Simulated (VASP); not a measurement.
# TiAl3 (I4/mmm) in VASP: a series of runs

TiAl3 is run at these levels: PBE; tasks: single point.

Everything below comes from runs of VASP 6.6.1. Logs are shortened: lines on timing, memory, paths and dates and some standing lists are left out, and cuts for length are marked.

## Step 1: The cell of the first run

Symmetry: I4/mmm, No. 139, tetragonal system. The conventional cell has a = 3.845 Å, b = 3.845 Å, c = 8.623 Å, α = 90.00°, β = 90.00°, γ = 90.00°. Ti (site symmetry 4/mmm) has 12 Al at 2.72 to 2.89 Å within 3.6 Å. Al (site symmetry 4/mmm) has 4 Ti at 2.72 Å and 8 Al at 2.89 Å within 3.6 Å. Within 3.6 Å of Al (site symmetry -4m2) lie 8 Al at 2.72 to 2.89 Å and 4 Ti at 2.89 Å.

## Step 2: Single point, PBE

Input file INCAR:

```
ALGO = Fast ; EDIFF = 1E-6
ENCUT = 520 ; GGA = PE
ISIF = 2 ; ISMEAR = 0
LASPH = True ; LCHARG = True
LELF = True ; LREAL = False
LVHAR = True ; LWAVE = False
NBANDS = 31 ; NELM = 80
PREC = Accurate ; SIGMA = 0.1
```

Input file KPOINTS:

```
k-points
0
Gamma
  10 10 4
```

Input file POSCAR:

```
TiAl3
1.0
    3.8453468587      0.0000000000      0.0000000000
    0.0000000000      3.8453468587      0.0000000000
    0.0000000000      0.0000000000      8.6228095925
Ti Al
2 6
Direct
    0.0000000000      0.0000000000      0.0000000000
    0.5000000000      0.5000000000      0.5000000000
    0.5000000000      0.5000000000      0.0000000000
    0.0000000000      0.5000000000      0.2500000000
    0.5000000000      0.0000000000      0.2500000000
    0.0000000000      0.0000000000      0.5000000000
    0.5000000000      0.0000000000      0.7500000000
    0.0000000000      0.5000000000      0.7500000000
```

Potentials or basis: VASP PAW PBE potentials, release 64 (Ti_sv, Al).

The run is started by

```bash
> cat potpaw_PBE.64/Ti_sv/POTCAR potpaw_PBE.64/Al/POTCAR > POTCAR
> mpirun -np 1 vasp_std > vasp.out
```

OUTCAR:

```text
EDIFF = 1E-6
   ENCUT = 520
   GGA = PE
   ISIF = 2
   ISMEAR = 0
   LASPH = True
   LREAL = False
   NELM = 80
   PREC = Accurate

 ion  position               nearest neighbor table
   1  0.000  0.000  0.000-   3 2.72   3 2.72   3 2.72   3 2.72   8 2.89   4 2.89   4 2.89   8 2.89
                             5 2.89   5 2.89   7 2.89   7 2.89
   2  0.500  0.500  0.500-   6 2.72   6 2.72   6 2.72   6 2.72   8 2.89   5 2.89   5 2.89   7 2.89
                             4 2.89   4 2.89   8 2.89   7 2.89
   3  0.500  0.500  0.000-   1 2.72   1 2.72   1 2.72   1 2.72   8 2.89   4 2.89   5 2.89   7 2.89
                             5 2.89   4 2.89   8 2.89   7 2.89
   4  0.000  0.500  0.250-   5 2.72   5 2.72   5 2.72   5 2.72   6 2.89   1 2.89   2 2.89   6 2.89
                             2 2.89   3 2.89   3 2.89   1 2.89
   5  0.500  0.000  0.250-   4 2.72   4 2.72   4 2.72   4 2.72   6 2.89   2 2.89   3 2.89   2 2.89
                             1 2.89   3 2.89   6 2.89   1 2.89
   6  0.000  0.000  0.500-   2 2.72   2 2.72   2 2.72   2 2.72   8 2.89   4 2.89   4 2.89   8 2.89
                             5 2.89   5 2.89   7 2.89   7 2.89
   7  0.500  0.000  0.750-   8 2.72   8 2.72   8 2.72   8 2.72   1 2.89   2 2.89   3 2.89   2 2.89
                             1 2.89   6 2.89   3 2.89   6 2.89
   8  0.000  0.500  0.750-   7 2.72   7 2.72   7 2.72   7 2.72   1 2.89   1 2.89   6 2.89   2 2.89
                             2 2.89   3 2.89   3 2.89   6 2.89

  LATTYP: Found a simple tetragonal cell.
 ALAT       =     3.8453468587
 C/A-ratio  =     2.2424009873

  Lattice vectors:

 A1 = (   3.8453468587,   0.0000000000,   0.0000000000)
 A2 = (   0.0000000000,   3.8453468587,   0.0000000000)
 A3 = (   0.0000000000,   0.0000000000,   8.6228095925)

Analysis of symmetry for initial positions (statically):
=====================================================================
 Subroutine PRICEL returns following result:

  LATTYP: Found a body centered tetragonal cell.
 ALAT       =     3.8453468587
 C/A-ratio  =     2.2424009873

  Lattice vectors:

 A1 = (   1.9226734294,  -1.9226734294,  -4.3114047962)
 A2 = (  -1.9226734294,   1.9226734294,  -4.3114047963)
 A3 = (   1.9226734294,   1.9226734294,   4.3114047963)

   2 primitive cells build up your supercell.

 Routine SETGRP: Setting up the symmetry group for a
 simple tetragonal supercell.
[... 137 lines left out ...]
   NSW    =      0    number of steps for IOM
   IBRION =     -1    ionic relax: 0-MD 1-quasi-New 2-CG
   NFREE  =      0    steps in history (QN), initial steepest desc. (CG)
   ISIF   =      2    stress and relaxation
   ISYM   =      2    0-nonsym 1-usesym 2-fastsym
   POTIM  = 0.5000    time-step for ionic-motion
   TEBEG  =    0.0;   TEEND  =   0.0 temperature during run
   PSTRESS=    0.0 pullay stress
   NELECT =      42.0000    total number of electrons
   NUPDOWN=      -1.0000    fix difference up-down
   EMIN   =  10.00;   EMAX   =-10.00  energy-range for DOS
   EFERMI =   0.00;   METHOD = LEGACY
   ISMEAR =     0;   SIGMA  =   0.10  broadening in eV -4-tet -1-fermi 0-gaus
   EFERMI_NEDOS =   21; number of points for ismear=-14 and -15
   IALGO  =     68    algorithm
   IMIX   =      4    mixing-type and parameters
     AMIX     =   0.40;   BMIX     =  1.00
     AMIX_MAG =   1.60;   BMIX_MAG =  1.00
  volume/ion in A,a.u.               =      15.94       107.55
  Fermi-wavevector in a.u.,A,eV,Ry     =   1.130623  2.136568 17.392455  1.278309
  Thomas-Fermi vector in A             =   2.267320
   LORBIT       =      0    0 simple, 1 ext, 2 COOP (PROOUT), +10 PAW based schemes
   GGA     = PE    functional components
   LHFCALC =     F    Hartree Fock is set to
   AEXX    =    0.0000 exact exchange contribution
   IVDW    =     0    specifies the selected vdW correction
   LEPSILON=     F    determine dielectric tensor
   LRPA    =     F    only Hartree local field effects (RPA)
 non-spin polarized calculation
 RMM-DIIS sequential band-by-band and
 Gauss-broadening in eV      SIGMA  =   0.10
  energy-cutoff  :      520.00
  volume of cell :      127.50
 maximum number of plane-waves:      3504
 NGX is ok and might be reduce to    30
   NGX = 15   NGY = 15   NGZ = 33

 number of electron      42.0000013 magnetization

 Free energy of the ion-electron system (eV)
  ---------------------------------------------------
  ext. energy  EPLUGINS =         0.00000000
  ---------------------------------------------------
  free energy    TOTEN  =       -41.33075895 eV

  energy without entropy =      -41.31367834  energy(sigma->0) =      -41.32221864

 E-fermi :   8.1645     XC(G=0): -10.7176

 val. band max:        8.1479916656   @ k =   0.4000   0.2000   0.2500
 cond. band min:       8.1703122087   @ k =   0.2000   0.0000   0.2500
 fundamental gap:      0.0223205431
 Fermi energy:         8.1645118266

 k-point     1 :       0.0000    0.0000    0.0000
  band No.  band energies     occupation
      1     -48.3333      2.00000
      2     -48.3332      2.00000
      3     -24.6468      2.00000
      4     -24.6468      2.00000
      5     -24.6466      2.00000
      6     -24.6466      2.00000
[... 805 lines left out ...]
     30      11.8460      0.00000
     31      12.3516      0.00000

 [... further k-points ...]

------------------------ aborting loop because EDIFF is reached ----------------------------------------

  FORCE on cell =-STRESS in cart. coord.  units (eV):
  Direction    XX          YY          ZZ          XY          YZ          ZX
  --------------------------------------------------------------------------------------
  -------------------------------------------------------------------------------------
  Total       -0.0522821     -0.0522821      0.0211340      0.0000000      0.0000000     -0.0000000
  in kB       -0.6569679     -0.6569679      0.2655664      0.0000000      0.0000000     -0.0000000
  external PRESSURE =      -0.3494564 kB  Pullay stress =       0.0000000 kB

 VOLUME and BASIS-vectors are now :
 -----------------------------------------------------------------------------
  energy-cutoff  :      520.00
  volume of cell :      127.50
      direct lattice vectors                 reciprocal lattice vectors
     3.845346859  0.000000000  0.000000000     0.260054564  0.000000000  0.000000000
     0.000000000  3.845346859  0.000000000     0.000000000  0.260054564  0.000000000
     0.000000000  0.000000000  8.622809592     0.000000000  0.000000000  0.115971481

 POSITION                                       TOTAL-FORCE (eV/Angst)
 -----------------------------------------------------------------------------------
      0.00000      0.00000      0.00000         0.000000     -0.000000     -0.000000
      1.92267      1.92267      4.31140        -0.000000      0.000000      0.000000
      1.92267      1.92267      0.00000         0.000000     -0.000000     -0.000000
      0.00000      1.92267      2.15570         0.000000      0.000000      0.000000
      1.92267      0.00000      2.15570        -0.000000     -0.000000     -0.000000
      0.00000      0.00000      4.31140         0.000000     -0.000000     -0.000000
      1.92267      0.00000      6.46711         0.000000      0.000000     -0.000000
      0.00000      1.92267      6.46711        -0.000000     -0.000000     -0.000000
 -----------------------------------------------------------------------------------
    total drift:                                0.000000      0.000000      0.000000

  FREE ENERGIE OF THE ION-ELECTRON SYSTEM (eV)
  ---------------------------------------------------
  free  energy   TOTEN  =       -41.3307589452 eV

  energy  without entropy=      -41.3136783448  energy(sigma->0) =      -41.32221864
```

stdout:

```text
POSCAR found type information on POSCAR TiAl
 POSCAR found :  2 types and       8 ions
 scaLAPACK will be used
 LDA part: xc-table for (Slater+PW92), standard interpolation
 POSCAR, INCAR and KPOINTS ok, starting setup
 FFT: planning ... GRIDC
 FFT: planning ... GRID_SOFT
 FFT: planning ... GRID
 WAVECAR not read
 entering main loop
WARNING in EDDRMM: call to ZHEGV failed, returncode =   6  3     24
WARNING in EDDRMM: call to ZHEGV failed, returncode =   6  3     11
WARNING in EDDRMM: call to ZHEGV failed, returncode =   8  4     18
WARNING in EDDRMM: call to ZHEGV failed, returncode =   6  3     20
WARNING in EDDRMM: call to ZHEGV failed, returncode =   6  3     18
WARNING in EDDRMM: call to ZHEGV failed, returncode =   6  3     27
WARNING in EDDRMM: call to ZHEGV failed, returncode =   8  4     29
```

It took 12 min on 1 thread of Intel Xeon Platinum 8375C at 2.90GHz (Ice Lake), shared host; peak memory 0.36 GiB.

Results:

```
Free energy            : -41.3308 eV
Pressure               : 0.0 GPa
Band gap on the k mesh : zero (bands 21 and 22 overlap by 2.12 eV)
```

Stress tensor (GPa, compression positive):
```
-0.07  0.00  0.00
 0.00 -0.07  0.00
 0.00  0.00  0.03
```

## Step 3: Single point, PBE (biaxial strain in the a-b plane: +1.0 %)

Input file INCAR:

```
SYSTEM = TiAl3
ALGO = Fast
EDIFF = 1E-6
ENCUT = 520
GGA = PE
ISIF = 2
ISMEAR = 0
LASPH = .TRUE.
LCHARG = .FALSE.
LREAL = .FALSE.
LWAVE = .FALSE.
NBANDS = 31
NELM = 100
PREC = Accurate
SIGMA = 0.1
```

Input file KPOINTS:

```
k-points
0
G
  10 10 4
  0 0 0
```

Changes to POSCAR since step 2:

```diff
@@ -2,5 +2,5 @@
 1.0
-    3.8453468587      0.0000000000      0.0000000000
-    0.0000000000      3.8453468587      0.0000000000
-    0.0000000000      0.0000000000      8.6228095925
+    3.8838003273      0.0000000000      0.0000000000
+    0.0000000000      3.8838003273      0.0000000000
+    0.0000000000      0.0000000000      8.5710727349
 Ti Al
```

Potentials or basis: VASP PAW PBE potentials, release 64 (Ti_sv, Al).

The run is started by

```bash
> cat potpaw_PBE.64/Ti_sv/POTCAR potpaw_PBE.64/Al/POTCAR > POTCAR
> mpirun -np 1 vasp_std > vasp.out
```

It took 11 min on 1 thread of Intel Xeon Platinum 8375C at 2.90GHz (Ice Lake), shared host; peak memory 0.36 GiB.

The run converged. Its results:

```
Free energy            : -41.3093 eV
Pressure               : -1.5 GPa
Band gap on the k mesh : zero (bands 21 and 22 overlap by 2.05 eV)
```

Stress tensor (GPa, compression positive):
```
-2.47  0.00  0.00
 0.00 -2.47  0.00
 0.00  0.00  0.43
```

Levels at points of the mesh, in eV from the Fermi level:
```
           k point  band 18  band 19  band 20  band 21  band 22  band 23  band 24  band 25
(0.00, 0.00, 0.00)    -1.00    -1.00    -0.20     0.69     0.69     0.79     0.92     1.62
(0.50, 0.00, 0.00)    -0.97    -0.93    -0.93     0.20     0.20     1.71     1.71     2.32
(0.50, 0.50, 0.00)    -2.71    -2.14    -2.14    -0.91    -0.91     1.67     1.67     1.85
(0.00, 0.00, 0.50)    -1.14    -0.13    -0.13     0.85     0.85     1.12     1.12     1.12
(0.50, 0.00, 0.50)    -1.07    -0.19    -0.19     0.48     0.48     1.71     1.71     1.98
(0.50, 0.50, 0.50)    -1.79    -1.79    -1.79    -1.08    -1.08     0.89     0.89     1.68
```

Caveat: the cell differs from its parent crystal (biaxial strain in the a-b plane: +1.0 %).

(Continued in part 2 of 2.)
